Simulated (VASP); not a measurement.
# CuB6 (Fm-3m) in VASP: single point with PBE

Aim: the single point of CuB6 with PBE.

Program: VASP 6.6.1. These are calculated values, not measurements. Logs are shortened: lines on timing, memory, paths and dates and some standing lists are left out, and cuts for length are marked.

## (1) The cell of the first run

The structure is cubic, space group Fm-3m (No. 225). The conventional cell has a = 6.279 Å, b = 6.279 Å, c = 6.279 Å, α = 90.00°, β = 90.00°, γ = 90.00°. Cu (site symmetry m-3m) has 12 B at 2.22 Å within 2.9 Å. B (site symmetry mmm) has 2 Cu at 2.22 Å and 8 B at 2.22 Å within 2.9 Å.

## (2) Single point, PBE

INCAR reads:

```
  ALGO = Normal
  EDIFF = 1E-6
  ENCUT = 520
  GGA = PE
  ISIF = 2
  ISMEAR = 0
  LASPH = T
  LCHARG = F
  LREAL = F
  LWAVE = F
  NBANDS = 24
  NELM = 100
  PREC = Accurate
  SIGMA = 0.1
```

KPOINTS reads:

```
k-points
0
Gamma
  6 6 6
```

POSCAR reads:

```
CuB6
1.0
    0.0000000000      3.1392681200      3.1392681200
    3.1392681200      0.0000000000      3.1392681200
    3.1392681200      3.1392681200      0.0000000000
Cu B
1 6
Direct
    0.0000000000      0.0000000000      0.0000000000
    0.5000000000      0.5000000000      0.0000000000
    0.5000000000      0.0000000000      0.5000000000
    0.0000000000      0.0000000000      0.5000000000
    0.0000000000      0.5000000000      0.0000000000
    0.0000000000      0.5000000000      0.5000000000
    0.5000000000      0.0000000000      0.0000000000
```

Potentials or basis: VASP PAW PBE potentials, release 64 (Cu, B).

Started as:

```
cat potpaw_PBE.64/Cu/POTCAR potpaw_PBE.64/B/POTCAR > POTCAR
mpirun -np 1 vasp_std > vasp.out
```

OUTCAR:

```text
EDIFF = 1E-6
   ENCUT = 520
   GGA = PE
   ISIF = 2
   ISMEAR = 0
   LASPH = T
   LREAL = F
   NELM = 100
   PREC = Accurate

 ion  position               nearest neighbor table
   1  0.000  0.000  0.000-   4 2.22   5 2.22   7 2.22   3 2.22   4 2.22   6 2.22   2 2.22   5 2.22
                             6 2.22   2 2.22   3 2.22   7 2.22
   2  0.500  0.500  0.000-   1 2.22   1 2.22
   3  0.500  0.000  0.500-   1 2.22   1 2.22
   4  0.000  0.000  0.500-   1 2.22   1 2.22
   5  0.000  0.500  0.000-   1 2.22   1 2.22
   6  0.000  0.500  0.500-   1 2.22   1 2.22
   7  0.500  0.000  0.000-   1 2.22   1 2.22

  LATTYP: Found a face centered cubic cell.
 ALAT       =     6.2785362400

  Lattice vectors:

 A1 = (   0.0000000000,   3.1392681200,   3.1392681200)
 A2 = (   3.1392681200,   0.0000000000,   3.1392681200)
 A3 = (   3.1392681200,   3.1392681200,   0.0000000000)

Analysis of symmetry for initial positions (statically):
=====================================================================
 Subroutine PRICEL returns:
 Original cell was already a primitive cell.

 Routine SETGRP: Setting up the symmetry group for a
 face centered cubic supercell.

 Subroutine GETGRP returns: Found 48 space group operations
 (whereof 48 operations were pure point group operations)
 out of a pool of 48 trial point group operations.

The static configuration has the point symmetry O_h .

Analysis of symmetry for dynamics (positions and initial velocities):
=====================================================================
 Subroutine PRICEL returns:
 Original cell was already a primitive cell.

 Routine SETGRP: Setting up the symmetry group for a
 face centered cubic supercell.

 Subroutine GETGRP returns: Found 48 space group operations
 (whereof 48 operations were pure point group operations)
 out of a pool of 48 trial point group operations.

The dynamic configuration has the point symmetry O_h .

 Subroutine INISYM returns: Found 48 space group operations
 (whereof 48 operations are pure point group operations),
 and found     1 'primitive' translations

----------------------------------------------------------------------------------------

                                     Primitive cell

  volume of cell :      61.8750

  direct lattice vectors                    reciprocal lattice vectors
     0.000000000  3.139268120  3.139268120    -0.159272793  0.159272793  0.159272793
     3.139268120  0.000000000  3.139268120     0.159272793 -0.159272793  0.159272793
     3.139268120  3.139268120  0.000000000     0.159272793  0.159272793 -0.159272793

  length of vectors
     4.439595551  4.439595551  4.439595551     0.275868569  0.275868569  0.275868569

  position of ions in fractional coordinates (direct lattice)
     0.000000000  0.000000000  0.000000000
     0.500000000  0.500000000  0.000000000
     0.500000000  0.000000000  0.500000000
     0.000000000  0.000000000  0.500000000
     0.000000000  0.500000000  0.000000000
     0.000000000  0.500000000  0.500000000
     0.500000000  0.000000000  0.000000000

  ion indices of the primitive-cell ions
   primitive index   ion index
                 1           1
                 2           2
                 3           3
                 4           4
                 5           5
                 6           6
                 7           7

----------------------------------------------------------------------------------------

 KPOINTS: k-points

Automatic generation of k-mesh.
 Grid dimensions read from file:
 generate k-points for:    6    6    6

 Generating k-lattice:

  Cartesian coordinates                     Fractional coordinates (reciprocal lattice)
    -0.026545465  0.026545465  0.026545465     0.166666667  0.000000000  0.000000000
     0.026545465 -0.026545465  0.026545465     0.000000000  0.166666667  0.000000000
     0.026545465  0.026545465 -0.026545465     0.000000000  0.000000000  0.166666667

  Length of vectors
     0.045978095  0.045978095  0.045978095

  Shift w.r.t. Gamma in fractional coordinates (k-lattice)
     0.000000000  0.000000000  0.000000000

 Subroutine IBZKPT returns following result:
 ===========================================

 Found     16 irreducible k-points:

 Following reciprocal coordinates:
            Coordinates               Weight
  0.000000  0.000000  0.000000      1.000000
  0.166667  0.000000  0.000000      8.000000
  0.333333  0.000000  0.000000      8.000000
  0.500000  0.000000  0.000000      4.000000
  0.166667  0.166667  0.000000      6.000000
  0.333333  0.166667  0.000000     24.000000
[... 8 lines left out ...]
 -0.333333  0.333333  0.166667     24.000000
 -0.333333  0.500000  0.166667     12.000000
   k-points           NKPTS =     16   k-points in BZ     NKDIM =     16   number of bands    NBANDS=     24
   number of dos      NEDOS =    301   number of ions     NIONS =      7
   total plane-waves  NPLWV =  46656
   dimension x,y,z NGX =    36 NGY =   36 NGZ =   36
   dimension x,y,z NGXF=    72 NGYF=   72 NGZF=   72
   ions per type =               1   6
   NGX,Y,Z   is equivalent  to a cutoff of  13.48, 13.48, 13.48 a.u.
   NGXF,Y,Z  is equivalent  to a cutoff of  26.96, 26.96, 26.96 a.u.
 SYSTEM =  unknown system
   PREC   = accura    normal or accurate (medium, high low for compatibility)
   ISTART =      0    job   : 0-new  1-cont  2-samecut
   ICHARG =      2    charge: 1-file 2-atom 10-const
   ISPIN  =      1    spin polarized calculation?
   LNONCOLLINEAR =      F non collinear calculations
   LSORBIT =      F    spin-orbit coupling
   LASPH  =      T    aspherical Exc in radial PAW
   ENCUT  =  520.0 eV  38.22 Ry    6.18 a.u.   8.25  8.25  8.25*2*pi/ulx,y,z
   NELM   =    100;   NELMIN=  2; NELMDL= -5     # of ELM steps
   EDIFF  = 0.1E-05   stopping-criterion for ELM
   LREAL  =      F    real-space projection
   EDIFFG = 0.1E-04   stopping-criterion for IOM
   NSW    =      0    number of steps for IOM
   IBRION =     -1    ionic relax: 0-MD 1-quasi-New 2-CG
   NFREE  =      0    steps in history (QN), initial steepest desc. (CG)
   ISIF   =      2    stress and relaxation
   ISYM   =      2    0-nonsym 1-usesym 2-fastsym
   POTIM  = 0.5000    time-step for ionic-motion
   TEBEG  =    0.0;   TEEND  =   0.0 temperature during run
   PSTRESS=    0.0 pullay stress
   NELECT =      29.0000    total number of electrons
   NUPDOWN=      -1.0000    fix difference up-down
   EMIN   =  10.00;   EMAX   =-10.00  energy-range for DOS
   EFERMI =   0.00;   METHOD = LEGACY
   ISMEAR =     0;   SIGMA  =   0.10  broadening in eV -4-tet -1-fermi 0-gaus
   EFERMI_NEDOS =   21; number of points for ismear=-14 and -15
   IALGO  =     38    algorithm
   IMIX   =      4    mixing-type and parameters
     AMIX     =   0.40;   BMIX     =  1.00
     AMIX_MAG =   1.60;   BMIX_MAG =  1.00
  volume/ion in A,a.u.               =       8.84        59.65
  Fermi-wavevector in a.u.,A,eV,Ry     =   1.271654  2.403078 22.002047  1.617105
  Thomas-Fermi vector in A             =   2.404576
   LORBIT       =      0    0 simple, 1 ext, 2 COOP (PROOUT), +10 PAW based schemes
   GGA     = PE    functional components
   LHFCALC =     F    Hartree Fock is set to
   AEXX    =    0.0000 exact exchange contribution
   IVDW    =     0    specifies the selected vdW correction
   LEPSILON=     F    determine dielectric tensor
   LRPA    =     F    only Hartree local field effects (RPA)
 non-spin polarized calculation
 Gauss-broadening in eV      SIGMA  =   0.10
  energy-cutoff  :      520.00
  volume of cell :       61.88
 maximum number of plane-waves:      1687
 NGX is ok and might be reduce to    36
   NGX = 17   NGY = 17   NGZ = 17

 number of electron      28.9999987 magnetization

 Free energy of the ion-electron system (eV)
  ---------------------------------------------------
  ext. energy  EPLUGINS =         0.00000000
  ---------------------------------------------------
  free energy    TOTEN  =       -34.66368678 eV

  energy without entropy =      -34.65744709  energy(sigma->0) =      -34.66056693

 E-fermi :   6.6610     XC(G=0): -11.6810

 val. band max:        6.5067741379   @ k =   0.3333   0.3333   0.0000
 cond. band min:       6.7475484428   @ k =   0.5000   0.3333   0.1667
 fundamental gap:      0.2407743050
 Fermi energy:         6.6609726904

 k-point     1 :       0.0000    0.0000    0.0000
  band No.  band energies     occupation
      1      -7.8624      2.00000
      2      -0.6286      2.00000
      3      -0.0609      2.00000
      4      -0.0609      2.00000
      5      -0.0609      2.00000
      6       1.0406      2.00000
[... 16 lines left out ...]
     23      12.2785      0.00000
     24      15.8603      0.00000

 k-point     2 :       0.1667    0.0000    0.0000
  band No.  band energies     occupation
      1      -7.5997      2.00000
      2      -1.9917      2.00000
      3      -0.1378      2.00000
      4      -0.1378      2.00000
      5       0.2212      2.00000
      6       1.0442      2.00000
[... 16 lines left out ...]
     23      13.1553      0.00000
     24      14.5380      0.00000

 k-point     3 :       0.3333    0.0000    0.0000
  band No.  band energies     occupation
      1      -6.8255      2.00000
      2      -3.8248      2.00000
      3      -0.3755      2.00000
      4      -0.2048      2.00000
      5      -0.2048      2.00000
      6       0.5634      2.00000
[... 16 lines left out ...]
     23      12.9157      0.00000
     24      14.8277      0.00000
[... 298 lines left out ...]
 k-point    15 :      -0.3333    0.3333    0.1667
  band No.  band energies     occupation
      1      -5.1067      2.00000
      2      -4.7539      2.00000
      3      -2.9592      2.00000
      4      -2.2213      2.00000
      5       0.1150      2.00000
      6       0.3431      2.00000
[... 16 lines left out ...]
     23      12.6555      0.00000
     24      13.6433      0.00000

 k-point    16 :      -0.3333    0.5000    0.1667
  band No.  band energies     occupation
      1      -4.8466      2.00000
      2      -4.0215      2.00000
      3      -3.9803      2.00000
      4      -2.5033      2.00000
      5      -0.3106      2.00000
      6       0.6808      2.00000
[... 16 lines left out ...]
     23      12.1610      0.00000
     24      13.1407      0.00000

------------------------ aborting loop because EDIFF is reached ----------------------------------------

  FORCE on cell =-STRESS in cart. coord.  units (eV):
  Direction    XX          YY          ZZ          XY          YZ          ZX
  --------------------------------------------------------------------------------------
  -------------------------------------------------------------------------------------
  Total      -10.9570469    -10.9570469    -10.9570469      0.0000000     -0.0000000     -0.0000000
  in kB     -283.7192981   -283.7192981   -283.7192981      0.0000000     -0.0000000     -0.0000000
  external PRESSURE =    -283.7192981 kB  Pullay stress =       0.0000000 kB

 VOLUME and BASIS-vectors are now :
 -----------------------------------------------------------------------------
  energy-cutoff  :      520.00
  volume of cell :       61.88
      direct lattice vectors                 reciprocal lattice vectors
     0.000000000  3.139268120  3.139268120    -0.159272793  0.159272793  0.159272793
     3.139268120  0.000000000  3.139268120     0.159272793 -0.159272793  0.159272793
     3.139268120  3.139268120  0.000000000     0.159272793  0.159272793 -0.159272793

 POSITION                                       TOTAL-FORCE (eV/Angst)
 -----------------------------------------------------------------------------------
      0.00000      0.00000      0.00000         0.000000     -0.000000      0.000000
      1.56963      1.56963      3.13927        -0.000000      0.000000     -0.000000
      1.56963      3.13927      1.56963         0.000000     -0.000000      0.000000
      1.56963      1.56963      0.00000        -0.000000     -0.000000     -0.000000
      1.56963      0.00000      1.56963         0.000000     -0.000000     -0.000000
      3.13927      1.56963      1.56963        -0.000000     -0.000000      0.000000
      0.00000      1.56963      1.56963         0.000000      0.000000     -0.000000
 -----------------------------------------------------------------------------------
    total drift:                               -0.000000      0.000000      0.000000

  FREE ENERGIE OF THE ION-ELECTRON SYSTEM (eV)
  ---------------------------------------------------
  free  energy   TOTEN  =       -34.6636867806 eV

  energy  without entropy=      -34.6574470872  energy(sigma->0) =      -34.66056693
```

Wall time 40 s (1 thread of AMD EPYC 7R43 (Zen 3), shared host); peak memory 0.16 GiB.

Results:

```yaml
Free_energy: -34.6637 eV
Pressure: -28.4 GPa
```
